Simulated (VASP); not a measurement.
# Te2Mo (P6_3/mmc) in VASP: single point with PBE

Aim: the single point of Te2Mo with PBE.

Everything below comes from runs of VASP 6.6.1. Logs are shortened: lines on timing, memory, paths and dates and some standing lists are left out, and cuts for length are marked.

### Step 1. The cell of the first run

The structure is hexagonal, space group P6_3/mmc (No. 194). Conventional cell: a = 3.505 Å, b = 3.505 Å, c = 13.752 Å, α = 90.00°, β = 90.00°, γ = 120.00°. Te (site symmetry 3m) has 3 Mo at 2.72 Å and 10 Te at 3.51 to 3.82 Å within 3.9 Å. Mo (site symmetry -6m2) has 6 Te at 2.72 Å and 6 Mo at 3.51 Å within 3.6 Å.

### Step 2. Single point, PBE

The input, INCAR:

```
SYSTEM = Te2Mo
PREC = Accurate
ENCUT = 520
EDIFF = 1E-6
ISMEAR = -1
SIGMA = 0.1
LREAL = .False.
LASPH = .True.
NELM = 100
ALGO = Normal
ISIF = 2
LWAVE = .False.
LCHARG = .False.
GGA = PE
NBANDS = 35
```

The input, KPOINTS:

```
Automatic mesh
0
Gamma
  12 12 2
  0 0 0
```

The input, POSCAR:

```
Te2Mo
1.0
    1.7526114140      3.0356120150      0.0000000000
   -1.7526114140      3.0356120150      0.0000000000
    0.0000000000      0.0000000000     13.7522450000
Te Mo
4 2
Direct
    0.3333333333      0.3333333333      0.6179669916
    0.6666666667      0.6666666667      0.1179669916
    0.3333333333      0.3333333333      0.8820330084
    0.6666666667      0.6666666667      0.3820330084
    0.3333333333      0.3333333333      0.2500000000
    0.6666666667      0.6666666667      0.7500000000
```

Potentials or basis: VASP PAW PBE potentials, release 64 (Te, Mo_sv).

Launch:

```bash
$ cat potpaw_PBE.64/Te/POTCAR potpaw_PBE.64/Mo_sv/POTCAR > POTCAR
$ mpirun -np 1 vasp_std > vasp.out
```

OUTCAR:

```text
SYSTEM = Te2Mo
   PREC = Accurate
   ENCUT = 520
   EDIFF = 1E-6
   ISMEAR = -1
   LREAL = .False.
   LASPH = .True.
   NELM = 100
   ISIF = 2
   GGA = PE

 ion  position               nearest neighbor table
   1  0.333  0.333  0.618-   6 2.72   6 2.72   6 2.72   3 3.63
   2  0.667  0.667  0.118-   5 2.72   5 2.72   5 2.72   4 3.63
   3  0.333  0.333  0.882-   6 2.72   6 2.72   6 2.72   1 3.63
   4  0.667  0.667  0.382-   5 2.72   5 2.72   5 2.72   2 3.63
   5  0.333  0.333  0.250-   2 2.72   4 2.72   2 2.72   4 2.72   2 2.72   4 2.72
   6  0.667  0.667  0.750-   1 2.72   3 2.72   1 2.72   3 2.72   1 2.72   3 2.72

  LATTYP: Found a hexagonal cell.
 ALAT       =     3.5052228280
 C/A-ratio  =     3.9233582784

  Lattice vectors:

 A1 = (   1.7526114140,  -3.0356120150,   0.0000000000)
 A2 = (   1.7526114140,   3.0356120150,   0.0000000000)
 A3 = (   0.0000000000,   0.0000000000,  13.7522450000)

Analysis of symmetry for initial positions (statically):
=====================================================================
 Subroutine PRICEL returns:
 Original cell was already a primitive cell.

 Routine SETGRP: Setting up the symmetry group for a
 hexagonal supercell.

 Subroutine GETGRP returns: Found 24 space group operations
 (whereof 12 operations were pure point group operations)
 out of a pool of 24 trial point group operations.

The static configuration has the point symmetry D_3d.
 The point group associated with its full space group is D_6h.

Analysis of symmetry for dynamics (positions and initial velocities):
=====================================================================
 Subroutine PRICEL returns:
 Original cell was already a primitive cell.

 Routine SETGRP: Setting up the symmetry group for a
 hexagonal supercell.

 Subroutine GETGRP returns: Found 24 space group operations
 (whereof 12 operations were pure point group operations)
 out of a pool of 24 trial point group operations.

The dynamic configuration has the point symmetry D_3d.
 The point group associated with its full space group is D_6h.

 Subroutine INISYM returns: Found 24 space group operations
 (whereof 12 operations are pure point group operations),
 and found     1 'primitive' translations

----------------------------------------------------------------------------------------

                                     Primitive cell

  volume of cell :     146.3307

  direct lattice vectors                    reciprocal lattice vectors
     1.752611414  3.035612015  0.000000000     0.285288568  0.164711431  0.000000000
    -1.752611414  3.035612015  0.000000000    -0.285288568  0.164711431  0.000000000
     0.000000000  0.000000000 13.752245000     0.000000000  0.000000000  0.072715400

  length of vectors
     3.505222828  3.505222828 13.752245000     0.329422863  0.329422863  0.072715400

  position of ions in fractional coordinates (direct lattice)
     0.333333333  0.333333333  0.617966992
     0.666666667  0.666666667  0.117966992
     0.333333333  0.333333333  0.882033008
     0.666666667  0.666666667  0.382033008
     0.333333333  0.333333333  0.250000000
     0.666666667  0.666666667  0.750000000

  ion indices of the primitive-cell ions
   primitive index   ion index
                 1           1
                 2           2
                 3           3
                 4           4
                 5           5
                 6           6

----------------------------------------------------------------------------------------

 KPOINTS: Automatic mesh

Automatic generation of k-mesh.
 Grid dimensions read from file:
 generate k-points for:   12   12    2

 Generating k-lattice:

  Cartesian coordinates                     Fractional coordinates (reciprocal lattice)
     0.023774047  0.013725953  0.000000000     0.083333333  0.000000000  0.000000000
    -0.023774047  0.013725953  0.000000000     0.000000000  0.083333333  0.000000000
     0.000000000  0.000000000  0.036357700     0.000000000  0.000000000  0.500000000

  Length of vectors
     0.027451905  0.027451905  0.036357700

  Shift w.r.t. Gamma in fractional coordinates (k-lattice)
     0.000000000  0.000000000  0.000000000

 Subroutine IBZKPT returns following result:
 ===========================================

 Found     38 irreducible k-points:

 Following reciprocal coordinates:
            Coordinates               Weight
  0.000000  0.000000  0.000000      1.000000
  0.083333  0.000000  0.000000      6.000000
  0.166667  0.000000  0.000000      6.000000
  0.250000  0.000000  0.000000      6.000000
  0.333333  0.000000  0.000000      6.000000
  0.416667  0.000000  0.000000      6.000000
[... 16 lines left out ...]
  0.250000  0.000000  0.500000      6.000000
  0.333333  0.000000  0.500000      6.000000
 [... further k-points ...]
   k-points           NKPTS =     38   k-points in BZ     NKDIM =     38   number of bands    NBANDS=     35
   number of dos      NEDOS =    301   number of ions     NIONS =      6
   total plane-waves  NPLWV =  84672
   dimension x,y,z NGX =    28 NGY =   28 NGZ =  108
   dimension x,y,z NGXF=    56 NGYF=   56 NGZF=  216
   ions per type =               4   2
   NGX,Y,Z   is equivalent  to a cutoff of  13.28, 13.28, 13.06 a.u.
   NGXF,Y,Z  is equivalent  to a cutoff of  26.56, 26.56, 26.11 a.u.
 SYSTEM =  Te2Mo
   PREC   = accura    normal or accurate (medium, high low for compatibility)
   ISTART =      0    job   : 0-new  1-cont  2-samecut
   ICHARG =      2    charge: 1-file 2-atom 10-const
   ISPIN  =      1    spin polarized calculation?
   LNONCOLLINEAR =      F non collinear calculations
   LSORBIT =      F    spin-orbit coupling
   LASPH  =      T    aspherical Exc in radial PAW
   ENCUT  =  520.0 eV  38.22 Ry    6.18 a.u.   6.52  6.52 25.57*2*pi/ulx,y,z
   NELM   =    100;   NELMIN=  2; NELMDL= -5     # of ELM steps
   EDIFF  = 0.1E-05   stopping-criterion for ELM
   LREAL  =      F    real-space projection
   EDIFFG = 0.1E-04   stopping-criterion for IOM
   NSW    =      0    number of steps for IOM
   IBRION =     -1    ionic relax: 0-MD 1-quasi-New 2-CG
   NFREE  =      0    steps in history (QN), initial steepest desc. (CG)
   ISIF   =      2    stress and relaxation
   ISYM   =      2    0-nonsym 1-usesym 2-fastsym
   POTIM  = 0.5000    time-step for ionic-motion
   TEBEG  =    0.0;   TEEND  =   0.0 temperature during run
   PSTRESS=    0.0 pullay stress
   NELECT =      52.0000    total number of electrons
   NUPDOWN=      -1.0000    fix difference up-down
   EMIN   =  10.00;   EMAX   =-10.00  energy-range for DOS
   EFERMI =   0.00;   METHOD = LEGACY
   ISMEAR =    -1;   SIGMA  =   0.10  broadening in eV -4-tet -1-fermi 0-gaus
   EFERMI_NEDOS =   21; number of points for ismear=-14 and -15
   IALGO  =     38    algorithm
   IMIX   =      4    mixing-type and parameters
     AMIX     =   0.40;   BMIX     =  1.00
     AMIX_MAG =   1.60;   BMIX_MAG =  1.00
  volume/ion in A,a.u.               =      24.39       164.58
  Fermi-wavevector in a.u.,A,eV,Ry     =   1.159571  2.191272 18.294469  1.344606
  Thomas-Fermi vector in A             =   2.296162
   LORBIT       =      0    0 simple, 1 ext, 2 COOP (PROOUT), +10 PAW based schemes
   GGA     = PE    functional components
[... 5 lines left out ...]
 non-spin polarized calculation
  energy-cutoff  :      520.00
  volume of cell :      146.33
 maximum number of plane-waves:      4000
 NGX is ok and might be reduce to    28
   NGX = 13   NGY = 13   NGZ = 51

 number of electron      51.9999998 magnetization

 Free energy of the ion-electron system (eV)
  ---------------------------------------------------
  ext. energy  EPLUGINS =         0.00000000
  ---------------------------------------------------
  free energy    TOTEN  =       -35.93535287 eV

  energy without entropy =      -35.92910801  energy(sigma->0) =      -35.93223044

 E-fermi :   8.8417     XC(G=0): -10.5918

 val. band max:        8.5075120517   @ k =   0.0000   0.0000   0.0000
 cond. band min:       9.1718485946   @ k =   0.4167   0.1667   0.0000
 fundamental gap:      0.6643365429
 Fermi energy:         8.8417140760

 k-point     1 :       0.0000    0.0000    0.0000
  band No.  band energies     occupation
      1     -52.3466      2.00000
      2     -52.3466      2.00000
      3     -26.5189      2.00000
      4     -26.5189      2.00000
      5     -26.3837      2.00000
      6     -26.3837      2.00000
[... 27 lines left out ...]
     34      11.8908      0.00000
     35      14.2867      0.00000

 k-point     2 :       0.0833    0.0000    0.0000
  band No.  band energies     occupation
      1     -52.3459      2.00000
      2     -52.3459      2.00000
      3     -26.5169      2.00000
      4     -26.5169      2.00000
      5     -26.3928      2.00000
      6     -26.3928      2.00000
[... 27 lines left out ...]
     34      11.7026      0.00000
     35      14.7402      0.00000

 k-point     3 :       0.1667    0.0000    0.0000
  band No.  band energies     occupation
      1     -52.3440      2.00000
      2     -52.3440      2.00000
      3     -26.5115      2.00000
      4     -26.5115      2.00000
      5     -26.4176      2.00000
      6     -26.4176      2.00000
[... 27 lines left out ...]
     34      11.9048      0.00000
     35      14.9231      0.00000
[... 723 lines left out ...]
 k-point    23 :       0.2500    0.0000    0.5000
  band No.  band energies     occupation
      1     -52.3414      2.00000
      2     -52.3414      2.00000
      3     -26.5040      2.00000
      4     -26.5040      2.00000
      5     -26.4513      2.00000
      6     -26.4513      2.00000
[... 27 lines left out ...]
     34      11.8818      0.00000
     35      14.5031      0.00000

 k-point    24 :       0.3333    0.0000    0.5000
  band No.  band energies     occupation
      1     -52.3389      2.00000
      2     -52.3389      2.00000
      3     -26.4966      2.00000
      4     -26.4966      2.00000
      5     -26.4848      2.00000
      6     -26.4848      2.00000
[... 27 lines left out ...]
     34      11.9483      0.00000
     35      13.6059      0.00000

 [... further k-points ...]

------------------------ aborting loop because EDIFF is reached ----------------------------------------

  FORCE on cell =-STRESS in cart. coord.  units (eV):
  Direction    XX          YY          ZZ          XY          YZ          ZX
  --------------------------------------------------------------------------------------
  -------------------------------------------------------------------------------------
  Total        2.8546484      2.8546484      3.0213059     -0.0000000     -0.0000000     -0.0000000
  in kB       31.2555906     31.2555906     33.0803261     -0.0000000     -0.0000000     -0.0000000
  external PRESSURE =      31.8638358 kB  Pullay stress =       0.0000000 kB

 VOLUME and BASIS-vectors are now :
 -----------------------------------------------------------------------------
  energy-cutoff  :      520.00
  volume of cell :      146.33
      direct lattice vectors                 reciprocal lattice vectors
     1.752611414  3.035612015  0.000000000     0.285288568  0.164711431  0.000000000
    -1.752611414  3.035612015  0.000000000    -0.285288568  0.164711431  0.000000000
     0.000000000  0.000000000 13.752245000     0.000000000  0.000000000  0.072715400

 POSITION                                       TOTAL-FORCE (eV/Angst)
 -----------------------------------------------------------------------------------
      0.00000      2.02374      8.49843        -0.000000     -0.000000     -0.014532
      0.00000      4.04748      1.62231         0.000000     -0.000000     -0.014532
      0.00000      2.02374     12.12993        -0.000000     -0.000000      0.014532
      0.00000      4.04748      5.25381        -0.000000     -0.000000      0.014532
      0.00000      2.02374      3.43806        -0.000000      0.000000      0.000000
      0.00000      4.04748     10.31418         0.000000     -0.000000      0.000000
 -----------------------------------------------------------------------------------
    total drift:                                0.000000     -0.000000      0.000000

  FREE ENERGIE OF THE ION-ELECTRON SYSTEM (eV)
  ---------------------------------------------------
  free  energy   TOTEN  =       -35.9353528740 eV

  energy  without entropy=      -35.9291080110  energy(sigma->0) =      -35.93223044
```

Wall time 4.1 min (1 thread of Intel Xeon Platinum 8259CL at 2.50GHz (Skylake/Cascade Lake), shared host); peak memory 0.37 GiB.

Results:

* Free energy: -35.9354 eV
* Pressure: 3.2 GPa
* Largest force: 0.015 eV/Å
* Band gap on the k mesh: 0.66 eV (least direct gap 1.06 eV)

Forces in eV/Å, atoms in the order of the input:
```
Te   0.000  0.000 -0.015
Te   0.000  0.000 -0.015
Te   0.000  0.000  0.015
Te   0.000  0.000  0.015
Mo   0.000  0.000  0.000
Mo   0.000  0.000  0.000
```

Caveat: the cell stands under pressure; spin-orbit coupling is left out, which moves the levels of the heavy elements; this functional lacks dispersion, which binds the layers, so the pressure and a relaxed spacing across them are unreliable. A k mesh can miss the band edges.
